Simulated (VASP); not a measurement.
# SnO (C2/m) in VASP: a series of runs

Runs on SnO. Level: PBE. Tasks: single point.

Program: VASP 6.6.1. These are calculated values, not measurements. Logs are shortened: lines on timing, memory, paths and dates and some standing lists are left out, and cuts for length are marked.

### 1 The cell of the first run

The structure is monoclinic, space group C2/m (No. 12). The conventional cell has a = 5.470 Å, b = 5.470 Å, c = 5.067 Å, α = 90.00°, β = 90.00°, γ = 90.00°. Within 2.8 Å of Sn (site symmetry m) lie 4 O at 2.15 to 2.37 Å. O (site symmetry 2) has 4 Sn at 2.15 to 2.37 Å and 4 O at 2.69 to 2.78 Å within 2.8 Å.

### 2 Single point, PBE (atoms displaced along a vibrational mode)

Input file INCAR:

```
ALGO = Normal ; EDIFF = 1E-7
ENCUT = 520 ; GGA = PE
ISIF = 2 ; ISMEAR = 0
LASPH = T ; LCHARG = T
LELF = T ; LREAL = F
LVHAR = T ; LWAVE = F
NBANDS = 28 ; NELM = 80
PREC = Accurate ; SIGMA = 0.05
```

Input file KPOINTS:

```
k-points
0
Gamma
  10 10 8
```

Input file POSCAR:

```
SnO
1.0
    3.8681707514      0.0000000000      0.0000000000
    0.0000000000      3.8681707514      0.0000000000
    0.0000000000      0.0000000000      5.0672768981
Sn O
2 2
Direct
   -0.0365602672      0.4634397328      0.2287361932
    0.5365602672      0.0365602672      0.7712638068
    0.0038296025     -0.0038296025      0.0000000000
    0.4961703975      0.5038296025      0.0000000000
```

Potentials or basis: VASP PAW PBE potentials, release 64 (Sn_d, O).

Launch:

```bash
cat potpaw_PBE.64/Sn_d/POTCAR potpaw_PBE.64/O/POTCAR > POTCAR
mpirun -np 1 vasp_std > vasp.out
```

OUTCAR:

```text
EDIFF = 1E-7
   ENCUT = 520
   GGA = PE
   ISIF = 2
   ISMEAR = 0
   LASPH = T
   LREAL = F
   NELM = 80
   PREC = Accurate

 ion  position               nearest neighbor table
   1  0.963  0.463  0.229-   3 2.15   4 2.15   4 2.37   3 2.37   2 3.29   2 3.61   2 3.61   2 3.61

   2  0.537  0.037  0.771-   3 2.15   4 2.15   4 2.37   3 2.37   1 3.29   1 3.61   1 3.61   1 3.61

   3  0.004  0.996  0.000-   1 2.15   2 2.15   2 2.37   1 2.37
   4  0.496  0.504  0.000-   1 2.15   2 2.15   2 2.37   1 2.37

  LATTYP: Found a simple tetragonal cell.
 ALAT       =     3.8681707514
 C/A-ratio  =     1.3099930752

  Lattice vectors:

 A1 = (   3.8681707514,   0.0000000000,   0.0000000000)
 A2 = (   0.0000000000,   3.8681707514,   0.0000000000)
 A3 = (   0.0000000000,   0.0000000000,   5.0672768981)

Analysis of symmetry for initial positions (statically):
=====================================================================
 Subroutine PRICEL returns:
 Original cell was already a primitive cell.

 Routine SETGRP: Setting up the symmetry group for a
 simple tetragonal supercell.

 Subroutine GETGRP returns: Found  4 space group operations
 (whereof  2 operations were pure point group operations)
 out of a pool of 16 trial point group operations.

The static configuration has the point symmetry C_2 .
 The point group associated with its full space group is C_2h.

Analysis of symmetry for dynamics (positions and initial velocities):
=====================================================================
 Subroutine PRICEL returns:
 Original cell was already a primitive cell.

 Routine SETGRP: Setting up the symmetry group for a
 simple tetragonal supercell.

 Subroutine GETGRP returns: Found  4 space group operations
 (whereof  2 operations were pure point group operations)
 out of a pool of 16 trial point group operations.

The dynamic configuration has the point symmetry C_2 .
 The point group associated with its full space group is C_2h.

 Subroutine INISYM returns: Found  4 space group operations
 (whereof  2 operations are pure point group operations),
 and found     1 'primitive' translations

----------------------------------------------------------------------------------------

                                     Primitive cell

  volume of cell :      75.8204

  direct lattice vectors                    reciprocal lattice vectors
     3.868170751  0.000000000  0.000000000     0.258520129  0.000000000  0.000000000
     0.000000000  3.868170751  0.000000000     0.000000000  0.258520129  0.000000000
     0.000000000  0.000000000  5.067276898     0.000000000  0.000000000  0.197344653

  length of vectors
     3.868170751  3.868170751  5.067276898     0.258520129  0.258520129  0.197344653

  position of ions in fractional coordinates (direct lattice)
     0.963439733  0.463439733  0.228736193
     0.536560267  0.036560267  0.771263807
     0.003829602  0.996170398  0.000000000
     0.496170398  0.503829602  0.000000000

  ion indices of the primitive-cell ions
   primitive index   ion index
                 1           1
                 2           2
                 3           3
                 4           4

----------------------------------------------------------------------------------------

 KPOINTS: k-points

Automatic generation of k-mesh.
 Grid dimensions read from file:
 generate k-points for:   10   10    8

 Generating k-lattice:

  Cartesian coordinates                     Fractional coordinates (reciprocal lattice)
     0.025852013  0.000000000  0.000000000     0.100000000  0.000000000  0.000000000
     0.000000000  0.025852013  0.000000000     0.000000000  0.100000000  0.000000000
     0.000000000  0.000000000  0.024668082     0.000000000  0.000000000  0.125000000

  Length of vectors
     0.025852013  0.025852013  0.024668082

  Shift w.r.t. Gamma in fractional coordinates (k-lattice)
     0.000000000  0.000000000  0.000000000

 Subroutine IBZKPT returns following result:
 ===========================================

 Found    227 irreducible k-points:

 Following reciprocal coordinates:
            Coordinates               Weight
  0.000000  0.000000  0.000000      1.000000
  0.100000  0.000000  0.000000      4.000000
  0.200000  0.000000  0.000000      4.000000
  0.300000  0.000000  0.000000      4.000000
  0.400000  0.000000  0.000000      4.000000
  0.500000  0.000000  0.000000      2.000000
[... 16 lines left out ...]
  0.300000  0.300000  0.000000      2.000000
 -0.300000  0.300000  0.000000      2.000000
 [... further k-points ...]
   k-points           NKPTS =    227   k-points in BZ     NKDIM =    227   number of bands    NBANDS=     28
   number of dos      NEDOS =    301   number of ions     NIONS =      4
   total plane-waves  NPLWV =  36000
   dimension x,y,z NGX =    30 NGY =   30 NGZ =   40
   dimension x,y,z NGXF=    60 NGYF=   60 NGZF=   80
   ions per type =               2   2
   NGX,Y,Z   is equivalent  to a cutoff of  12.89, 12.89, 13.12 a.u.
   NGXF,Y,Z  is equivalent  to a cutoff of  25.79, 25.79, 26.25 a.u.
 SYSTEM =  unknown system
   PREC   = accura    normal or accurate (medium, high low for compatibility)
   ISTART =      0    job   : 0-new  1-cont  2-samecut
   ICHARG =      2    charge: 1-file 2-atom 10-const
   ISPIN  =      1    spin polarized calculation?
   LNONCOLLINEAR =      F non collinear calculations
   LSORBIT =      F    spin-orbit coupling
   LASPH  =      T    aspherical Exc in radial PAW
   ENCUT  =  520.0 eV  38.22 Ry    6.18 a.u.   7.19  7.19  9.42*2*pi/ulx,y,z
   NELM   =     80;   NELMIN=  2; NELMDL= -5     # of ELM steps
   EDIFF  = 0.1E-06   stopping-criterion for ELM
   LREAL  =      F    real-space projection
   EDIFFG = 0.1E-05   stopping-criterion for IOM
   NSW    =      0    number of steps for IOM
   IBRION =     -1    ionic relax: 0-MD 1-quasi-New 2-CG
   NFREE  =      0    steps in history (QN), initial steepest desc. (CG)
   ISIF   =      2    stress and relaxation
   ISYM   =      2    0-nonsym 1-usesym 2-fastsym
   POTIM  = 0.5000    time-step for ionic-motion
   TEBEG  =    0.0;   TEEND  =   0.0 temperature during run
   PSTRESS=    0.0 pullay stress
   NELECT =      40.0000    total number of electrons
   NUPDOWN=      -1.0000    fix difference up-down
   EMIN   =  10.00;   EMAX   =-10.00  energy-range for DOS
   EFERMI =   0.00;   METHOD = LEGACY
   ISMEAR =     0;   SIGMA  =   0.05  broadening in eV -4-tet -1-fermi 0-gaus
   EFERMI_NEDOS =   21; number of points for ismear=-14 and -15
   IALGO  =     38    algorithm
   IMIX   =      4    mixing-type and parameters
     AMIX     =   0.40;   BMIX     =  1.00
     AMIX_MAG =   1.60;   BMIX_MAG =  1.00
  volume/ion in A,a.u.               =      18.96       127.92
  Fermi-wavevector in a.u.,A,eV,Ry     =   1.322816  2.499760 23.808057  1.749843
  Thomas-Fermi vector in A             =   2.452470
   LORBIT       =      0    0 simple, 1 ext, 2 COOP (PROOUT), +10 PAW based schemes
   GGA     = PE    functional components
   LHFCALC =     F    Hartree Fock is set to
   AEXX    =    0.0000 exact exchange contribution
   IVDW    =     0    specifies the selected vdW correction
   LEPSILON=     F    determine dielectric tensor
   LRPA    =     F    only Hartree local field effects (RPA)
 non-spin polarized calculation
 Gauss-broadening in eV      SIGMA  =   0.05
  energy-cutoff  :      520.00
  volume of cell :       75.82
 maximum number of plane-waves:      2060
 NGX is ok and might be reduce to    30
   NGX = 15   NGY = 15   NGZ = 19

 number of electron      39.9999998 magnetization

 Free energy of the ion-electron system (eV)
  ---------------------------------------------------
  ext. energy  EPLUGINS =         0.00000000
  ---------------------------------------------------
  free energy    TOTEN  =       -22.52569005 eV

  energy without entropy =      -22.52569005  energy(sigma->0) =      -22.52569005

 E-fermi :   6.3617     XC(G=0):  -9.8092

 val. band max:        6.1156360581   @ k =   0.0000   0.0000   0.0000
 cond. band min:       6.6741241729   @ k =   0.5000   0.5000   0.0000
 fundamental gap:      0.5584881148
 Fermi energy:         6.3616601722

 k-point     1 :       0.0000    0.0000    0.0000
  band No.  band energies     occupation
      1     -15.6721      2.00000
      2     -15.3400      2.00000
      3     -15.2753      2.00000
      4     -15.2316      2.00000
      5     -15.2200      2.00000
      6     -15.2180      2.00000
[... 20 lines left out ...]
     27      13.2188      0.00000
     28      13.6953      0.00000

 k-point     2 :       0.1000    0.0000    0.0000
  band No.  band energies     occupation
      1     -15.6687      2.00000
      2     -15.3478      2.00000
      3     -15.2729      2.00000
      4     -15.2317      2.00000
      5     -15.2260      2.00000
      6     -15.2197      2.00000
[... 20 lines left out ...]
     27      13.3913      0.00000
     28      14.3850      0.00000

 k-point     3 :       0.2000    0.0000    0.0000
  band No.  band energies     occupation
      1     -15.6591      2.00000
      2     -15.3784      2.00000
      3     -15.2679      2.00000
      4     -15.2381      2.00000
      5     -15.2339      2.00000
      6     -15.2221      2.00000
[... 20 lines left out ...]
     27      13.5787      0.00000
     28      15.8142      0.00000

 k-point     4 :       0.3000    0.0000    0.0000
  band No.  band energies     occupation
      1     -15.6446      2.00000
      2     -15.4319      2.00000
      3     -15.2633      2.00000
      4     -15.2423      2.00000
      5     -15.2392      2.00000
      6     -15.2218      2.00000
[... 578 lines left out ...]
     27      13.7879      0.00000
     28      14.5188      0.00000

 k-point    23 :       0.3000    0.3000    0.0000
  band No.  band energies     occupation
      1     -15.6332      2.00000
      2     -15.5219      2.00000
      3     -15.2519      2.00000
      4     -15.2485      2.00000
      5     -15.2287      2.00000
      6     -15.2238      2.00000
[... 20 lines left out ...]
     27      13.2831      0.00000
     28      14.7298      0.00000

 k-point    24 :      -0.3000    0.3000    0.0000
  band No.  band energies     occupation
      1     -15.6450      2.00000
      2     -15.5075      2.00000
      3     -15.2532      2.00000
      4     -15.2491      2.00000
      5     -15.2271      2.00000
      6     -15.2227      2.00000
[... 20 lines left out ...]
     27      13.3862      0.00000
     28      14.5760      0.00000

 [... further k-points ...]

------------------------ aborting loop because EDIFF is reached ----------------------------------------

  FORCE on cell =-STRESS in cart. coord.  units (eV):
  Direction    XX          YY          ZZ          XY          YZ          ZX
  --------------------------------------------------------------------------------------
  -------------------------------------------------------------------------------------
  Total        0.8400249      0.8400249      1.0027360      0.1910005      1.4320009      1.4319939
  in kB       17.7507556     17.7507556     21.1890391      4.0360749     30.2599324     30.2597842
  external PRESSURE =      18.8968501 kB  Pullay stress =       0.0000000 kB

 VOLUME and BASIS-vectors are now :
 -----------------------------------------------------------------------------
  energy-cutoff  :      520.00
  volume of cell :       75.82
      direct lattice vectors                 reciprocal lattice vectors
     3.868170751  0.000000000  0.000000000     0.258520129  0.000000000  0.000000000
     0.000000000  3.868170751  0.000000000     0.000000000  0.258520129  0.000000000
     0.000000000  0.000000000  5.067276898     0.000000000  0.000000000  0.197344653

 POSITION                                       TOTAL-FORCE (eV/Angst)
 -----------------------------------------------------------------------------------
      3.72675      1.79266      1.15907         0.722655      0.722655      0.443853
      2.07551      0.14142      3.90821        -0.722655     -0.722655     -0.443853
      0.01481      3.85336      0.00000         0.040067     -0.040067      0.000000
      1.91927      1.94890      0.00000        -0.040067      0.040067      0.000000
 -----------------------------------------------------------------------------------
    total drift:                                0.000000     -0.000000      0.000000

  FREE ENERGIE OF THE ION-ELECTRON SYSTEM (eV)
  ---------------------------------------------------
  free  energy   TOTEN  =       -22.5256900528 eV

  energy  without entropy=      -22.5256900528  energy(sigma->0) =      -22.52569005
```

Run time: 5.3 min. Hardware: 1 thread of Intel Xeon Platinum 8488C (Sapphire Rapids), shared host; peak memory 0.47 GiB.

Results:

* Free energy: -22.5257 eV
* Pressure: 1.9 GPa
* Largest force: 1.114 eV/Å
* Band gap on the k mesh: 0.56 eV (least direct gap 1.85 eV)

Forces in eV/Å, atoms in the order of the input:
```
Sn   0.723  0.723  0.444
Sn  -0.723 -0.723 -0.444
O    0.040 -0.040  0.000
O   -0.040  0.040  0.000
```

Levels at points of the mesh, in eV from the valence-band top:
| k point | band 17 | band 18 | band 19 | band 20 | band 21 | band 22 | band 23 | band 24 |
| --- | --- | --- | --- | --- | --- | --- | --- | --- |
| (0.00, 0.00, 0.00) | -3.20 | -2.89 | -2.81 | 0.00 | 1.85 | 3.94 | 4.95 | 5.05 |
| (0.50, 0.00, 0.00) | -4.52 | -4.32 | -2.64 | -2.02 | 2.91 | 3.08 | 5.59 | 5.65 |
| (0.50, 0.50, 0.00) | -2.28 | -2.23 | -1.90 | -1.64 | 0.56 | 0.58 | 4.43 | 4.63 |
| (0.00, 0.00, 0.50) | -3.25 | -2.91 | -2.85 | -1.96 | 1.61 | 3.46 | 3.54 | 3.83 |
| (0.50, 0.00, 0.50) | -4.52 | -4.32 | -1.70 | -1.36 | 2.44 | 2.48 | 5.17 | 5.93 |
| (0.50, 0.50, 0.50) | -2.35 | -2.29 | -2.27 | -2.23 | 2.65 | 2.65 | 3.61 | 3.83 |

Caveat: the cell differs from its parent crystal (atoms displaced along a vibrational mode); spin-orbit coupling is left out, which moves the levels of the heavy elements; forces of over 1 eV/Å act on the atoms, so gaps and moduli don't describe the material at rest. A k mesh can miss the band edges.

### 3 Single point, PBE (atoms displaced along a vibrational mode)

Input file INCAR:

```
SYSTEM = SnO
PREC     = Accurate       ! precision mode
ENCUT    = 520            ! plane-wave cutoff, eV
EDIFF    = 1E-6           ! SCF threshold, eV
ISMEAR   = 0              ! smearing method
SIGMA    = 0.05           ! smearing width, eV
LREAL    = .False.        ! projectors in reciprocal space
LASPH    = .True.         ! aspherical terms in the spheres
NELM     = 100            ! most SCF steps
ALGO     = Normal         ! electronic algorithm
ISIF     = 2              ! what is computed and relaxed
LWAVE    = .False.        ! write WAVECAR
LCHARG   = .False.        ! write CHGCAR
GGA      = PE             ! functional
NBANDS   = 28             ! bands
```

Input file KPOINTS:

```
Automatic mesh
0
Gamma
  10 10 8
  0 0 0
```

Input file POSCAR:

```
SnO
1.0
    3.8681707514      0.0000000000      0.0000000000
    0.0000000000      3.8681707514      0.0000000000
    0.0000000000      0.0000000000      5.0672768981
Sn O
2 2
Direct
    0.0274202004      0.5274202004      0.2287361932
    0.4725797996     -0.0274202004      0.7712638068
   -0.0028722019      0.0028722019      0.0000000000
    0.5028722019      0.4971277981      0.0000000000
```

Potentials or basis: VASP PAW PBE potentials, release 64 (Sn_d, O).

Launch:

```bash
cat potpaw_PBE.64/Sn_d/POTCAR potpaw_PBE.64/O/POTCAR > POTCAR
mpirun -np 1 vasp_std > vasp.out
```

It took 6.2 min on 1 thread of Intel Xeon Platinum 8488C (Sapphire Rapids), shared host; peak memory 0.47 GiB.

Results (log left out):

- Free energy: -22.6141 eV
- Pressure: 1.1 GPa
- Largest force: 0.807 eV/Å
- Band gap on the k mesh: 0.54 eV (least direct gap 1.87 eV)

Forces on the atoms (eV/Å):
```
Sn  -0.535 -0.535  0.282
Sn   0.535  0.535 -0.282
O   -0.021  0.021  0.000
O    0.021 -0.021  0.000
```

Stress tensor (GPa, compression positive):
```
 1.08  0.24 -2.26
 0.24  1.08 -2.26
-2.26 -2.26  1.27
```

Levels at points of the mesh, in eV from the valence-band top:
| k point | band 18 | band 19 | band 20 | band 21 | band 22 | band 23 |
| --- | --- | --- | --- | --- | --- | --- |
| (0.00, 0.00, 0.00) | -2.89 | -2.84 | 0.00 | 1.87 | 3.99 | 4.94 |
| (0.50, 0.00, 0.00) | -4.36 | -2.56 | -2.10 | 2.95 | 3.08 | 5.62 |
| (0.50, 0.50, 0.00) | -2.23 | -1.83 | -1.68 | 0.54 | 0.55 | 4.49 |
| (0.00, 0.00, 0.50) | -2.90 | -2.87 | -1.95 | 1.66 | 3.39 | 3.44 |
| (0.50, 0.00, 0.50) | -4.35 | -1.66 | -1.40 | 2.45 | 2.48 | 5.25 |
| (0.50, 0.50, 0.50) | -2.32 | -2.26 | -2.23 | 2.63 | 2.64 | 3.67 |

Caveat: the cell differs from its parent crystal (atoms displaced along a vibrational mode); spin-orbit coupling is left out, which moves the levels of the heavy elements.
